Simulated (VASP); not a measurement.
La2O3: single point with PBE

The system is La2O3.

```
La O
1.0
     3.94045    0.00000    0.00000
    -1.97023    3.41253    0.00000
     0.00000    0.00000    6.18734
La O
2 3
Direct
  0.66667 0.33333 0.75263
  0.33333 0.66667 0.24737
  0.66667 0.33333 0.35470
  0.33333 0.66667 0.64530
  0.00000 0.00000 0.00000
```

* Program: VASP 6.6.1
* Task: single point
* Functional: PBE
* Potentials or basis: VASP PAW PBE potentials, release 64 (La, O)
* Cutoff: 520 eV
* k mesh: 6 × 6 × 4
* Occupations: gaussian, width 0.02 eV
* Spin: no spin polarisation
* Dipole correction: no
* Further INCAR settings: ALGO = Normal; EDIFF = 1e-07; NBANDS = 28

- Pressure: -0.3 GPa
- Largest force: 0.013 eV/Å
- Band gap on the k mesh: 3.85 eV, indirect (least direct gap 3.98 eV)

Forces on the atoms (eV/Å):
```
La   0.000  0.000 -0.013
La   0.000  0.000  0.013
O    0.000  0.000 -0.004
O    0.000  0.000  0.004
O    0.000  0.000  0.000
```

Levels at points of the mesh, in eV from the valence-band top:
| k point | band 16 | band 17 | band 18 | band 19 | band 20 | band 21 | band 22 | band 23 | band 24 | band 25 |
| --- | --- | --- | --- | --- | --- | --- | --- | --- | --- | --- |
| (0.00, 0.00, 0.00) | -2.07 | -1.61 | -0.34 | -0.34 | -0.08 | 4.26 | 4.62 | 4.62 | 5.07 | 5.30 |
| (0.50, 0.00, 0.00) | -0.74 | -0.71 | -0.64 | -0.40 | -0.28 | 3.85 | 4.68 | 5.10 | 5.16 | 5.21 |
| (0.00, 0.00, 0.50) | -1.86 | -0.97 | -0.74 | -0.26 | -0.26 | 4.65 | 4.73 | 4.73 | 4.88 | 5.33 |
| (0.50, 0.00, 0.50) | -0.97 | -0.94 | -0.67 | -0.35 | 0.00 | 4.36 | 4.59 | 5.01 | 5.14 | 5.21 |

Wall time 2.5 min on 1 thread of Intel Xeon 6975P-C, with other jobs on the host, peak memory 0.23 GiB.

Caveat: spin-orbit coupling is left out, which moves the levels of the heavy elements. PBE gaps usually lie below the measured ones, often by a third to a half.
